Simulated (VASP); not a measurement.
## SnTe: electric field gradients with PBE

SnTe:

```
Sn Te
1.0
     0.00000    3.20826    3.20826
     3.20826    0.00000    3.20826
     3.20826    3.20826    0.00000
Sn Te
1 1
Cartesian
  0.0000 0.0000 0.0000
  3.2083 3.2083 3.2083
```

* Program: VASP 6.6.1
* Task: electric field gradients
* Functional: PBE
* Potentials or basis: VASP PAW PBE potentials, release 64 (Sn_d, Te)
* Cutoff: 520 eV
* k mesh: 11 × 11 × 11
* Occupations: fermi-dirac, width 0.08 eV
* Spin: no spin polarisation
* Dipole correction: no
* Further INCAR settings: ALGO = Normal; EDIFF = 1e-08; NBANDS = 17

| Quantity | Value |
| --- | --- |
| Pressure | -0.2 GPa |
| Largest electric field gradient by atom | zero within the noise of the run |

Levels at points of the mesh, in eV from the Fermi level:
```tsv
k point	band 6	band 7	band 8	band 9	band 10	band 11	band 12	band 13	band 14	band 15
(0.00, 0.00, 0.00)	-12.42	-4.88	-2.00	-2.00	-2.00	3.23	3.23	3.23	4.85	4.85
```

Run time: 110 s on 1 thread of Intel Xeon 8259CL (shared host), peak memory 0.24 GiB.

Caveat: this odd mesh misses L, so gap, dielectric constants and Born charges aren't listed; spin-orbit coupling is left out, which moves the levels of the heavy elements.
